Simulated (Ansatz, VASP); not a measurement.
# Mg: VASP beside Ansatz

INCAR

```
SYSTEM = Mg
PREC     = Accurate       ! precision mode
ENCUT    = 600            ! plane-wave cutoff, eV
EDIFF    = 1E-6           ! SCF threshold, eV
ISMEAR   = 1              ! smearing method
SIGMA    = 0.1            ! smearing width, eV
LREAL    = .False.        ! projectors in reciprocal space
LASPH    = .True.         ! aspherical terms in the spheres
NELM     = 120            ! most SCF steps
ALGO     = Normal         ! electronic algorithm
ISIF     = 2              ! what is computed and relaxed
LWAVE    = .False.        ! write WAVECAR
LCHARG   = .False.        ! write CHGCAR
GGA      = PE             ! functional
NBANDS   = 7              ! bands
GGA_COMPAT= .False.
```

Contents of KPOINTS:

```
Automatic mesh
0
Gamma
  15 15 14
  0 0 0
```

File POSCAR:

```
Mg
1.0
    2.9657759930      0.0000000000      0.0000000000
   -1.4828879966      2.5684373519      0.0000000000
    0.0000000000      0.0000000000      2.9147925574
Mg
1
Direct
    0.0000000000      0.0000000000      0.0000000000
```

Input for Ansatz:

```yaml
crystal:
  lattice:
    - [2.965775993, 0.0, 0.0]
    - [-1.4828879966, 2.5684373519, 0.0]
    - [0.0, 0.0, 2.9147925574]
  atoms:
    - { symbol: Mg, position: [0.0, 0.0, 0.0] }
basis:
  ecutwfc: 420
kpoints:
  mp_grid: { grid: [15, 15, 14] }
hamiltonian:
  xc: pbe
scf:
  occupations: { method: methfessel_paxton, width: 0.15 }
output:
  forces: true
  eigenvalues: true
  stress: true
```

Alike in both runs: task single point; functional PBE; k mesh 15 × 15 × 14; no spin polarisation.

|  | VASP | Ansatz |
| --- | --- | --- |
| version | VASP 6.6.1 | Ansatz 0.2.0 |
| potentials or method | VASP PAW PBE potentials, release 64 (Mg), cutoff 600 eV | scalar-relativistic, plane waves, PAW |
| occupations | methfessel-paxton of order 1, width 0.1 eV | methfessel-paxton of order 1, width 0.15 eV |
| valence electrons in the cell | 2 | 10 |

```tsv
	VASP	Ansatz	Ansatz less VASP
gap on the k mesh at the Fermi level (eV)	none	none	-
pressure (GPa)	5.0	5.1	+0.08
traceless stress, the component that is largest in VASP (GPa)	-0.40	-0.32	+0.083
```

A gap of «none» marks a metal or a gap that the smearing closes. VASP's potentials hold 2 valence electrons a cell and Ansatz's 10, so a difference there can come from the potentials and not from the codes.
